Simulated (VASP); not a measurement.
# Zn (P6_3/mmc) in VASP: single point with PBE

Aim: the single point of Zn with PBE.

Everything below comes from runs of VASP 6.6.1. Logs are shortened: lines on timing, memory, paths and dates and some standing lists are left out, and cuts for length are marked.

## (1) The cell of the first run

It takes space group P6_3/mmc (No. 194, hexagonal). Conventional cell: a = 2.590 Å, b = 2.590 Å, c = 4.473 Å, α = 90.00°, β = 90.00°, γ = 120.00°. Within 3.4 Å of Zn (site symmetry -6m2) lie 12 Zn at 2.59 to 2.69 Å.

## (2) Single point, PBE

INCAR

```
PREC = Accurate ; ENCUT = 520
EDIFF = 1E-6 ; ISMEAR = 0
SIGMA = 0.1 ; LREAL = F
LASPH = T ; NELM = 100
ALGO = Fast ; ISIF = 2
LWAVE = F ; LCHARG = T
GGA = PE ; LELF = T
LVHAR = T ; NBANDS = 19
```

KPOINTS

```
Automatic mesh
0
Gamma
  57 57 26
```

POSCAR

```
Zn
1.0
    2.5897176449      0.0000000000      0.0000000000
   -1.2948588224      2.2427612691      0.0000000000
    0.0000000000      0.0000000000      4.4732595310
Zn
2
Direct
    0.3333333333      0.6666666667      0.2500000000
    0.6666666667      0.3333333333      0.7500000000
```

Potentials or basis: VASP PAW PBE potentials, release 64 (Zn).

Launch:

```sh
> cat potpaw_PBE.64/Zn/POTCAR > POTCAR
> mpirun -np 1 vasp_std > vasp.out
```

OUTCAR:

```text
PREC = Accurate
   ENCUT = 520
   EDIFF = 1E-6
   ISMEAR = 0
   LREAL = F
   LASPH = T
   NELM = 100
   ISIF = 2
   GGA = PE

 ion  position               nearest neighbor table
   1  0.333  0.667  0.250-   2 2.69   2 2.69   2 2.69   2 2.69   2 2.69   2 2.69
   2  0.667  0.333  0.750-   1 2.69   1 2.69   1 2.69   1 2.69   1 2.69   1 2.69

  LATTYP: Found a hexagonal cell.
 ALAT       =     2.5897176449
 C/A-ratio  =     1.7273155395

  Lattice vectors:

 A1 = (   2.5897176449,   0.0000000000,   0.0000000000)
 A2 = (  -1.2948588224,   2.2427612691,   0.0000000000)
 A3 = (   0.0000000000,   0.0000000000,   4.4732595310)

Analysis of symmetry for initial positions (statically):
=====================================================================
 Subroutine PRICEL returns:
 Original cell was already a primitive cell.

 Routine SETGRP: Setting up the symmetry group for a
 hexagonal supercell.

 Subroutine GETGRP returns: Found 24 space group operations
 (whereof 12 operations were pure point group operations)
 out of a pool of 24 trial point group operations.

The static configuration has the point symmetry D_3d.
 The point group associated with its full space group is D_6h.

Analysis of symmetry for dynamics (positions and initial velocities):
=====================================================================
 Subroutine PRICEL returns:
 Original cell was already a primitive cell.

 Routine SETGRP: Setting up the symmetry group for a
 hexagonal supercell.

 Subroutine GETGRP returns: Found 24 space group operations
 (whereof 12 operations were pure point group operations)
 out of a pool of 24 trial point group operations.

The dynamic configuration has the point symmetry D_3d.
 The point group associated with its full space group is D_6h.

 Subroutine INISYM returns: Found 24 space group operations
 (whereof 12 operations are pure point group operations),
 and found     1 'primitive' translations

----------------------------------------------------------------------------------------

                                     Primitive cell

  volume of cell :      25.9812

  direct lattice vectors                    reciprocal lattice vectors
     2.589717645  0.000000000  0.000000000     0.386142482  0.222939466  0.000000000
    -1.294858822  2.242761269  0.000000000     0.000000000  0.445878932  0.000000000
     0.000000000  0.000000000  4.473259531     0.000000000  0.000000000  0.223550633

  length of vectors
     2.589717645  2.589717645  4.473259531     0.445878932  0.445878932  0.223550633

  position of ions in fractional coordinates (direct lattice)
     0.333333333  0.666666667  0.250000000
     0.666666667  0.333333333  0.750000000

  ion indices of the primitive-cell ions
   primitive index   ion index
                 1           1
                 2           2

----------------------------------------------------------------------------------------

 KPOINTS: Automatic mesh

Automatic generation of k-mesh.
 Grid dimensions read from file:
 generate k-points for:   57   57   26

 Generating k-lattice:

  Cartesian coordinates                     Fractional coordinates (reciprocal lattice)
     0.006774430  0.003911219  0.000000000     0.017543860  0.000000000  0.000000000
     0.000000000  0.007822437  0.000000000     0.000000000  0.017543860  0.000000000
     0.000000000  0.000000000  0.008598101     0.000000000  0.000000000  0.038461538

  Length of vectors
     0.007822437  0.007822437  0.008598101

  Shift w.r.t. Gamma in fractional coordinates (k-lattice)
     0.000000000  0.000000000  0.000000000

 Subroutine IBZKPT returns following result:
 ===========================================

 Found   4200 irreducible k-points:

 Following reciprocal coordinates:
            Coordinates               Weight
  0.000000  0.000000  0.000000      1.000000
  0.017544 -0.000000  0.000000      6.000000
  0.035088 -0.000000  0.000000      6.000000
  0.052632 -0.000000  0.000000      6.000000
  0.070175 -0.000000  0.000000      6.000000
  0.087719 -0.000000  0.000000      6.000000
[... 16 lines left out ...]
  0.385965  0.000000  0.000000      6.000000
  0.403509 -0.000000  0.000000      6.000000
 [... further k-points ...]
   k-points           NKPTS =   4200   k-points in BZ     NKDIM =   4200   number of bands    NBANDS=     19
   number of dos      NEDOS =    301   number of ions     NIONS =      2
   total plane-waves  NPLWV =  14400
   dimension x,y,z NGX =    20 NGY =   20 NGZ =   36
   dimension x,y,z NGXF=    40 NGYF=   40 NGZF=   72
   ions per type =               2
   NGX,Y,Z   is equivalent  to a cutoff of  12.84, 12.84, 13.38 a.u.
   NGXF,Y,Z  is equivalent  to a cutoff of  25.68, 25.68, 26.76 a.u.
 SYSTEM =  unknown system
   PREC   = accura    normal or accurate (medium, high low for compatibility)
   ISTART =      0    job   : 0-new  1-cont  2-samecut
   ICHARG =      2    charge: 1-file 2-atom 10-const
   ISPIN  =      1    spin polarized calculation?
   LNONCOLLINEAR =      F non collinear calculations
   LSORBIT =      F    spin-orbit coupling
   LASPH  =      T    aspherical Exc in radial PAW
   ENCUT  =  520.0 eV  38.22 Ry    6.18 a.u.   4.82  4.82  8.32*2*pi/ulx,y,z
   NELM   =    100;   NELMIN=  2; NELMDL= -5     # of ELM steps
   EDIFF  = 0.1E-05   stopping-criterion for ELM
   LREAL  =      F    real-space projection
[... 7 lines left out ...]
   TEBEG  =    0.0;   TEEND  =   0.0 temperature during run
   PSTRESS=    0.0 pullay stress
   NELECT =      24.0000    total number of electrons
   NUPDOWN=      -1.0000    fix difference up-down
   EMIN   =  10.00;   EMAX   =-10.00  energy-range for DOS
   EFERMI =   0.00;   METHOD = LEGACY
   ISMEAR =     0;   SIGMA  =   0.10  broadening in eV -4-tet -1-fermi 0-gaus
   EFERMI_NEDOS =   21; number of points for ismear=-14 and -15
   IALGO  =     68    algorithm
   IMIX   =      4    mixing-type and parameters
     AMIX     =   0.40;   BMIX     =  1.00
     AMIX_MAG =   1.60;   BMIX_MAG =  1.00
  volume/ion in A,a.u.               =      12.99        87.66
  Fermi-wavevector in a.u.,A,eV,Ry     =   1.594381  3.012943 34.586692  2.542050
  Thomas-Fermi vector in A             =   2.692464
   LORBIT       =      0    0 simple, 1 ext, 2 COOP (PROOUT), +10 PAW based schemes
   GGA     = PE    functional components
   LHFCALC =     F    Hartree Fock is set to
   AEXX    =    0.0000 exact exchange contribution
   IVDW    =     0    specifies the selected vdW correction
   LEPSILON=     F    determine dielectric tensor
   LRPA    =     F    only Hartree local field effects (RPA)
 non-spin polarized calculation
 RMM-DIIS sequential band-by-band and
 Gauss-broadening in eV      SIGMA  =   0.10
  energy-cutoff  :      520.00
  volume of cell :       25.98
 maximum number of plane-waves:       722
 NGX is ok and might be reduce to    20
   NGX =  9   NGY =  9   NGZ = 17

 number of electron      24.0000022 magnetization

 Free energy of the ion-electron system (eV)
  ---------------------------------------------------
  ext. energy  EPLUGINS =         0.00000000
  ---------------------------------------------------
  free energy    TOTEN  =        -2.03169328 eV

  energy without entropy =       -2.02998471  energy(sigma->0) =       -2.03083900

 E-fermi :   4.5026     XC(G=0): -12.4138

 val. band max:        4.5009309929   @ k =   0.1053   0.0175   0.1538
 cond. band min:       4.5040066038   @ k =   0.3333  -0.0000   0.0000
 fundamental gap:      0.0030756109
 Fermi energy:         4.5025599904

 k-point     1 :       0.0000    0.0000    0.0000
  band No.  band energies     occupation
      1      -7.3978      2.00000
      2      -4.9275      2.00000
      3      -3.9559      2.00000
      4      -3.7839      2.00000
      5      -3.7839      2.00000
      6      -3.6888      2.00000
[... 11 lines left out ...]
     18      24.1193      0.00000
     19      24.1194      0.00000

 k-point     2 :       0.0175   -0.0000    0.0000
  band No.  band energies     occupation
      1      -7.3881      2.00000
      2      -4.9232      2.00000
      3      -3.9557      2.00000
      4      -3.7842      2.00000
      5      -3.7813      2.00000
      6      -3.6900      2.00000
[... 11 lines left out ...]
     18      24.2777      0.00000
     19      24.5926      0.00000

 k-point     3 :       0.0351   -0.0000    0.0000
  band No.  band energies     occupation
      1      -7.3592      2.00000
      2      -4.9105      2.00000
      3      -3.9551      2.00000
      4      -3.7851      2.00000
      5      -3.7736      2.00000
      6      -3.6934      2.00000
[... 11 lines left out ...]
     18      24.6537      0.00000
     19      25.2299      0.00000

 k-point     4 :       0.0526   -0.0000    0.0000
  band No.  band energies     occupation
      1      -7.3111      2.00000
      2      -4.8897      2.00000
      3      -3.9547      2.00000
      4      -3.7859      2.00000
      5      -3.7609      2.00000
      6      -3.6988      2.00000
[... 11 lines left out ...]
     18      25.1233      0.00000
     19      25.6475      0.00000

 k-point     5 :       0.0702   -0.0000    0.0000
  band No.  band energies     occupation
      1      -7.2439      2.00000
      2      -4.8612      2.00000
      3      -3.9553      2.00000
      4      -3.7859      2.00000
      5      -3.7434      2.00000
      6      -3.7057      2.00000
[... 11 lines left out ...]
     18      25.6240      0.00000
     19      25.6718      0.00000

 k-point     6 :       0.0877   -0.0000    0.0000
  band No.  band energies     occupation
      1      -7.1580      2.00000
      2      -4.8259      2.00000
      3      -3.9579      2.00000
      4      -3.7846      2.00000
      5      -3.7210      2.00000
      6      -3.7127      2.00000
[... 11 lines left out ...]
     18      25.3089      0.00000
     19      26.1701      0.00000

 k-point     7 :       0.1053   -0.0000    0.0000
  band No.  band energies     occupation
      1      -7.0537      2.00000
      2      -4.7848      2.00000
      3      -3.9631      2.00000
      4      -3.7828      2.00000
      5      -3.7174      2.00000
      6      -3.6941      2.00000
[... 11 lines left out ...]
     18      24.7876      0.00000
     19      25.3585      0.00000

 k-point     8 :       0.1228   -0.0000    0.0000
  band No.  band energies     occupation
      1      -6.9314      2.00000
      2      -4.7392      2.00000
      3      -3.9707      2.00000
      4      -3.7838      2.00000
      5      -3.7152      2.00000
      6      -3.6630      2.00000
[... 256 lines left out ...]
 k-point    20 :       0.3333   -0.0000    0.0000
  band No.  band energies     occupation
      1      -4.8660      2.00000
      2      -4.5555      2.00000
      3      -4.2806      2.00000
      4      -3.7625      2.00000
      5      -3.6585      2.00000
      6      -3.6474      2.00000
[... 11 lines left out ...]
     18      19.6630      0.00000
     19      22.7318      0.00000

 k-point    21 :       0.3509   -0.0000    0.0000
  band No.  band energies     occupation
      1      -4.7924      2.00000
      2      -4.5749      2.00000
      3      -4.3237      2.00000
      4      -3.7363      2.00000
      5      -3.6723      2.00000
      6      -3.6565      2.00000
[... 11 lines left out ...]
     18      19.5597      0.00000
     19      22.5036      0.00000

 k-point    22 :       0.3684   -0.0000    0.0000
  band No.  band energies     occupation
      1      -4.7453      2.00000
      2      -4.5923      2.00000
      3      -4.3620      2.00000
      4      -3.7109      2.00000
      5      -3.6849      2.00000
      6      -3.6743      2.00000
[... 11 lines left out ...]
     18      19.4687      0.00000
     19      22.2987      0.00000

 k-point    23 :       0.3860    0.0000    0.0000
  band No.  band energies     occupation
      1      -4.7188      2.00000
      2      -4.6060      2.00000
      3      -4.3955      2.00000
      4      -3.6962      2.00000
      5      -3.6903      2.00000
      6      -3.6873      2.00000
[... 11 lines left out ...]
     18      19.3896      0.00000
     19      22.1176      0.00000

 k-point    24 :       0.4035   -0.0000    0.0000
  band No.  band energies     occupation
      1      -4.7076      2.00000
      2      -4.6151      2.00000
      3      -4.4242      2.00000
      4      -3.7061      2.00000
      5      -3.7043      2.00000
      6      -3.6661      2.00000
[... 11 lines left out ...]
     18      19.3224      0.00000
     19      21.9622      0.00000

 [... further k-points ...]

------------------------ aborting loop because EDIFF is reached ----------------------------------------

  FORCE on cell =-STRESS in cart. coord.  units (eV):
  Direction    XX          YY          ZZ          XY          YZ          ZX
  --------------------------------------------------------------------------------------
  -------------------------------------------------------------------------------------
  Total        2.4316620      2.4316620      2.4031489      0.0000000     -0.0000000     -0.0000000
  in kB      149.9526822    149.9526822    148.1943711      0.0000000     -0.0000000     -0.0000000
  external PRESSURE =     149.3665785 kB  Pullay stress =       0.0000000 kB

 VOLUME and BASIS-vectors are now :
 -----------------------------------------------------------------------------
  energy-cutoff  :      520.00
  volume of cell :       25.98
      direct lattice vectors                 reciprocal lattice vectors
     2.589717645  0.000000000  0.000000000     0.386142482  0.222939466  0.000000000
    -1.294858822  2.242761269  0.000000000     0.000000000  0.445878932  0.000000000
     0.000000000  0.000000000  4.473259531     0.000000000  0.000000000  0.223550633

 POSITION                                       TOTAL-FORCE (eV/Angst)
 -----------------------------------------------------------------------------------
     -0.00000      1.49517      1.11831         0.000000     -0.000000      0.000000
      1.29486      0.74759      3.35494        -0.000000      0.000000      0.000000
 -----------------------------------------------------------------------------------
    total drift:                                0.000000     -0.000000      0.000000

  FREE ENERGIE OF THE ION-ELECTRON SYSTEM (eV)
  ---------------------------------------------------
  free  energy   TOTEN  =        -2.0316932825 eV

  energy  without entropy=       -2.0299847102  energy(sigma->0) =       -2.03083900
```

It took 52 min on 1 thread of Oxide Virtual Turin-like, shared host; peak memory 1.5 GiB.

Results:

```
Free energy            : -2.0317 eV
Pressure               : 14.9 GPa
Band gap on the k mesh : zero (bands 12 and 13 overlap by 3.76 eV)
```

Stress tensor (GPa, compression positive):
```
15.00  0.00  0.00
 0.00 15.00  0.00
 0.00  0.00 14.82
```

Caveat: the cell stands under pressure.
